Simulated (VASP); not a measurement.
# Au (Fm-3m) in VASP: single point with PBE0

Aim: the single point of Au with PBE0.

Everything below comes from runs of VASP 6.6.1. Logs are shortened: lines on timing, memory, paths and dates and some standing lists are left out, and cuts for length are marked.

## Step 1: The cell of the first run

It takes space group Fm-3m (No. 225, cubic). The conventional cell has a = 4.080 Å, b = 4.080 Å, c = 4.080 Å, α = 90.00°, β = 90.00°, γ = 90.00°. Au (site symmetry m-3m) has 12 Au at 2.88 Å within 3.8 Å.

## Step 2: Single point, PBE0

Input file POSCAR:

```
Au
1.0
    0.0000000000      2.0398237129      2.0398237129
    2.0398237129      0.0000000000      2.0398237129
    2.0398237129      2.0398237129      0.0000000000
Au
1
Direct
    0.0000000000      0.0000000000      0.0000000000
```

Input file INCAR.step1:

```
SYSTEM = Au
PREC = Accurate
ENCUT = 400
EDIFF = 1E-5
ISMEAR = -1
SIGMA = 0.5
LREAL = .FALSE.
LASPH = .TRUE.
NELM = 120
ALGO = Normal
ISIF = 2
LWAVE = .TRUE.
LCHARG = .FALSE.
GGA = PE
NBANDS = 12
GGA_COMPAT = .FALSE.
```

Input file INCAR.step2:

```
SYSTEM = Au
PREC = Accurate
ENCUT = 400
EDIFF = 1E-6
ISMEAR = -1
SIGMA = 0.5
LREAL = .FALSE.
LASPH = .TRUE.
NELM = 120
ALGO = Normal
ISIF = 2
LWAVE = .FALSE.
LCHARG = .FALSE.
GGA = PE
LHFCALC = .TRUE.
AEXX = 0.25
PRECFOCK = Normal
ISTART = 1
NBANDS = 12
GGA_COMPAT = .FALSE.
```

Input file KPOINTS:

```
regular mesh
0
G
  2 2 2
  0 0 0
```

Potentials or basis: VASP PAW PBE potentials, release 64 (Au).

Command:

```
cat potpaw_PBE.64/Au/POTCAR > POTCAR
cp INCAR.step1 INCAR
mpirun -np 1 vasp_std > vasp.out
cp INCAR.step2 INCAR
mpirun -np 1 vasp_std > vasp.out
```

OUTCAR:

```text
SYSTEM = Au
   PREC = Accurate
   ENCUT = 400
   EDIFF = 1E-6
   ISMEAR = -1
   LREAL = .FALSE.
   LASPH = .TRUE.
   NELM = 120
   ISIF = 2
   GGA = PE
   LHFCALC = .TRUE.
   AEXX = 0.25
   PRECFOCK = Normal
   ISTART = 1

 ion  position               nearest neighbor table
   1  0.000  0.000  0.000-

  LATTYP: Found a face centered cubic cell.
 ALAT       =     4.0796474258

  Lattice vectors:

 A1 = (   0.0000000000,   2.0398237129,   2.0398237129)
 A2 = (   2.0398237129,   0.0000000000,   2.0398237129)
 A3 = (   2.0398237129,   2.0398237129,   0.0000000000)

Analysis of symmetry for initial positions (statically):
=====================================================================
 Subroutine PRICEL returns:
 Original cell was already a primitive cell.

 Routine SETGRP: Setting up the symmetry group for a
 face centered cubic supercell.

 Subroutine GETGRP returns: Found 48 space group operations
 (whereof 48 operations were pure point group operations)
 out of a pool of 48 trial point group operations.

The static configuration has the point symmetry O_h .

Analysis of symmetry for dynamics (positions and initial velocities):
=====================================================================
 Subroutine PRICEL returns:
 Original cell was already a primitive cell.

 Routine SETGRP: Setting up the symmetry group for a
 face centered cubic supercell.

 Subroutine GETGRP returns: Found 48 space group operations
 (whereof 48 operations were pure point group operations)
 out of a pool of 48 trial point group operations.

The dynamic configuration has the point symmetry O_h .

 Subroutine INISYM returns: Found 48 space group operations
 (whereof 48 operations are pure point group operations),
 and found     1 'primitive' translations

----------------------------------------------------------------------------------------

                                     Primitive cell

  volume of cell :      16.9749

  direct lattice vectors                    reciprocal lattice vectors
     0.000000000  2.039823713  2.039823713    -0.245119221  0.245119221  0.245119221
     2.039823713  0.000000000  2.039823713     0.245119221 -0.245119221  0.245119221
     2.039823713  2.039823713  0.000000000     0.245119221  0.245119221 -0.245119221

  length of vectors
     2.884746360  2.884746360  2.884746360     0.424558945  0.424558945  0.424558945

  position of ions in fractional coordinates (direct lattice)
     0.000000000  0.000000000  0.000000000

  ion indices of the primitive-cell ions
   primitive index   ion index
                 1           1

----------------------------------------------------------------------------------------

 KPOINTS: regular mesh

Automatic generation of k-mesh.
 Grid dimensions read from file:
 generate k-points for:    2    2    2

 Generating k-lattice:

  Cartesian coordinates                     Fractional coordinates (reciprocal lattice)
    -0.122559611  0.122559611  0.122559611     0.500000000  0.000000000  0.000000000
     0.122559611 -0.122559611  0.122559611     0.000000000  0.500000000  0.000000000
     0.122559611  0.122559611 -0.122559611     0.000000000  0.000000000  0.500000000

  Length of vectors
     0.212279473  0.212279473  0.212279473

  Shift w.r.t. Gamma in fractional coordinates (k-lattice)
     0.000000000  0.000000000  0.000000000

 Subroutine IBZKPT returns following result:
 ===========================================

 Found      3 irreducible k-points:

 Following reciprocal coordinates:
            Coordinates               Weight
  0.000000  0.000000  0.000000      1.000000
  0.500000  0.000000  0.000000      4.000000
  0.500000  0.500000  0.000000      3.000000
   k-points           NKPTS =      3   k-points in BZ     NKDIM =      8   number of bands    NBANDS=     12
   number of dos      NEDOS =    301   number of ions     NIONS =      1
   total plane-waves  NPLWV =   8000
   dimension x,y,z NGX =    20 NGY =   20 NGZ =   20
   dimension x,y,z NGXF=    40 NGYF=   40 NGZF=   40
   ions per type =               1
   NGX,Y,Z   is equivalent  to a cutoff of  11.53, 11.53, 11.53 a.u.
   NGXF,Y,Z  is equivalent  to a cutoff of  23.05, 23.05, 23.05 a.u.
 SYSTEM =  Au
   PREC   = accura    normal or accurate (medium, high low for compatibility)
   ISTART =      1    job   : 0-new  1-cont  2-samecut
   ICHARG =      0    charge: 1-file 2-atom 10-const
   ISPIN  =      1    spin polarized calculation?
   LNONCOLLINEAR =      F non collinear calculations
   LSORBIT =      F    spin-orbit coupling
   LASPH  =      T    aspherical Exc in radial PAW
   ENCUT  =  400.0 eV  29.40 Ry    5.42 a.u.   4.70  4.70  4.70*2*pi/ulx,y,z
   NELM   =    120;   NELMIN=  2; NELMDL=  0     # of ELM steps
   EDIFF  = 0.1E-05   stopping-criterion for ELM
   LREAL  =      F    real-space projection
   EDIFFG = 0.1E-04   stopping-criterion for IOM
   NSW    =      0    number of steps for IOM
   IBRION =     -1    ionic relax: 0-MD 1-quasi-New 2-CG
   NFREE  =      0    steps in history (QN), initial steepest desc. (CG)
   ISIF   =      2    stress and relaxation
   ISYM   =      3    0-nonsym 1-usesym 2-fastsym
   POTIM  = 0.5000    time-step for ionic-motion
   TEBEG  =    0.0;   TEEND  =   0.0 temperature during run
   PSTRESS=    0.0 pullay stress
   NELECT =      11.0000    total number of electrons
   NUPDOWN=      -1.0000    fix difference up-down
   EMIN   =  10.00;   EMAX   =-10.00  energy-range for DOS
   EFERMI =   0.00;   METHOD = LEGACY
   ISMEAR =    -1;   SIGMA  =   0.50  broadening in eV -4-tet -1-fermi 0-gaus
   EFERMI_NEDOS =   21; number of points for ismear=-14 and -15
   IALGO  =     38    algorithm
   IMIX   =      1    mixing-type and parameters
     AMIX     =   0.40;   BMIX     =  1.00
     AMIX_MAG =   1.60;   BMIX_MAG =  1.00
  volume/ion in A,a.u.               =      16.97       114.55
  Fermi-wavevector in a.u.,A,eV,Ry     =   1.416673  2.677125 27.306399  2.006964
  Thomas-Fermi vector in A             =   2.537983
   LORBIT       =      0    0 simple, 1 ext, 2 COOP (PROOUT), +10 PAW based schemes
   GGA     = PE    functional components
   LHFCALC =     T    Hartree Fock is set to
   PRECFOCK=normal    Normal, Fast or Accurate (Low or Medium for compatibility)
   ENCUT4O =  -1.0   cutoff for four orbital integrals eV
   NKREDX  =     1    reduce k-point grid by
   NKREDY  =     1    reduce k-point grid by
   NKREDZ  =     1    reduce k-point grid by
   AEXX    =    0.2500 exact exchange contribution
   HFSCREEN=    0.0000 screening length (either q_TF or 0.3 A-1)
   HFSCREENC=   0.0000 screening length for correlation (either q_TF or 0.3 A-1)
   ENCUTFOCK=  -1.0 apply spherical cutoff to Coloumb kernel
   IVDW    =     0    specifies the selected vdW correction
   LEPSILON=     F    determine dielectric tensor
   LRPA    =     F    only Hartree local field effects (RPA)
 non-spin polarized calculation
  energy-cutoff  :      400.00
  volume of cell :       16.97
 maximum number of plane-waves:       331
 NGX is ok and might be reduce to    20
  NGX = 16; NGY = 16; NGZ = 16

 number of electron      10.9999998 magnetization

 Free energy of the ion-electron system (eV)
  ---------------------------------------------------
  ext. energy  EPLUGINS =         0.00000000
  ---------------------------------------------------
  free energy    TOTEN  =        -1.04993552 eV

  energy without entropy =       -0.62888983  energy(sigma->0) =       -0.83941268

 E-fermi :   8.4456     XC(G=0):  -9.9447

 val. band max:        7.7003356345   @ k =   0.5000   0.0000   0.0000
 cond. band min:      11.2953769037   @ k =   0.5000   0.5000   0.0000
 fundamental gap:      3.5950412692
 Fermi energy:         8.4456456575

 k-point     1 :       0.0000    0.0000    0.0000
  band No.  band energies     occupation
      1      -1.9225      2.00000
      2       3.2685      1.99994
      3       3.2685      1.99994
      4       3.2685      1.99994
      5       4.8803      1.99840
      6       4.8803      1.99840
      7      25.1953      0.00000
      8      29.4872      0.00000
      9      29.4872      0.00000
     10      29.4872      0.00000
     11      34.1672      0.00000
     12      39.4077      0.00000

 k-point     2 :       0.5000    0.0000    0.0000
  band No.  band energies     occupation
      1       0.6039      2.00000
      2       3.2245      1.99994
      3       3.2245      1.99994
      4       6.2187      1.97700
      5       6.2187      1.97700
      6       7.7003      1.63234
      7      13.8198      0.00004
      8      24.6138      0.00000
      9      28.2481      0.00000
     10      28.2481      0.00000
     11      36.0988      0.00000
     12      36.0988      0.00000

 k-point     3 :       0.5000    0.5000    0.0000
  band No.  band energies     occupation
      1       0.6968      2.00000
      2       1.0691      2.00000
      3       6.1489      1.97997
      4       6.6166      1.94973
      5       6.6166      1.94973
      6      11.2954      0.00667
      7      16.7787      0.00000
      8      20.7775      0.00000
      9      20.7775      0.00000
     10      28.1549      0.00000
     11      30.8832      0.00000
     12      38.8615      0.00000

------------------------ aborting loop because EDIFF is reached ----------------------------------------

  FORCE on cell =-STRESS in cart. coord.  units (eV):
  Direction    XX          YY          ZZ          XY          YZ          ZX
  --------------------------------------------------------------------------------------
  -------------------------------------------------------------------------------------
  Total        5.1573946      5.1573946      5.1573946      0.0000000      0.0000000      0.0000000
  in kB      486.7803485    486.7803485    486.7803485      0.0000000      0.0000000      0.0000000
  external PRESSURE =     486.7803485 kB  Pullay stress =       0.0000000 kB

 VOLUME and BASIS-vectors are now :
 -----------------------------------------------------------------------------
  energy-cutoff  :      400.00
  volume of cell :       16.97
      direct lattice vectors                 reciprocal lattice vectors
     0.000000000  2.039823713  2.039823713    -0.245119221  0.245119221  0.245119221
     2.039823713  0.000000000  2.039823713     0.245119221 -0.245119221  0.245119221
     2.039823713  2.039823713  0.000000000     0.245119221  0.245119221 -0.245119221

 POSITION                                       TOTAL-FORCE (eV/Angst)
 -----------------------------------------------------------------------------------
      0.00000      0.00000      0.00000        -0.000000      0.000000      0.000000
 -----------------------------------------------------------------------------------
    total drift:                                0.000000      0.000000     -0.000000

  FREE ENERGIE OF THE ION-ELECTRON SYSTEM (eV)
  ---------------------------------------------------
  free  energy   TOTEN  =        -1.0499355223 eV

  energy  without entropy=       -0.6288898326  energy(sigma->0) =       -0.83941268
```

Run time: 15 s. Hardware: 1 thread of AMD EPYC 7R43 (Zen 3), shared host; peak memory 0.1 GiB.

Results:

```
Free energy            : -1.0499 eV
Pressure               : 48.7 GPa
Band gap on the k mesh : zero (an odd number of electrons rules out a gap without spin polarisation)
```

Levels at points of the mesh, in eV from the Fermi level:
| k point | band 4 | band 5 | band 6 | band 7 | band 8 | band 9 |
| --- | --- | --- | --- | --- | --- | --- |
| (0.00, 0.00, 0.00) | -5.18 | -3.57 | -3.57 | 16.75 | 21.04 | 21.04 |
| (0.50, 0.00, 0.00) | -2.23 | -2.23 | -0.75 | 5.37 | 16.17 | 19.80 |
| (0.50, 0.50, 0.00) | -1.83 | -1.83 | 2.85 | 8.33 | 12.33 | 12.33 |

Caveat: the k points lie up to 1.33 Å⁻¹ apart, too coarse for converged energies and pressures of a metal; so wide a smearing shifts energies and pressures; the PAW data sets were made with another functional, which shifts forces and pressure a little; spin-orbit coupling is left out, which moves the levels of the heavy elements.

The gap in the log of VASP goes by the Fermi energy; the results here count the filled bands.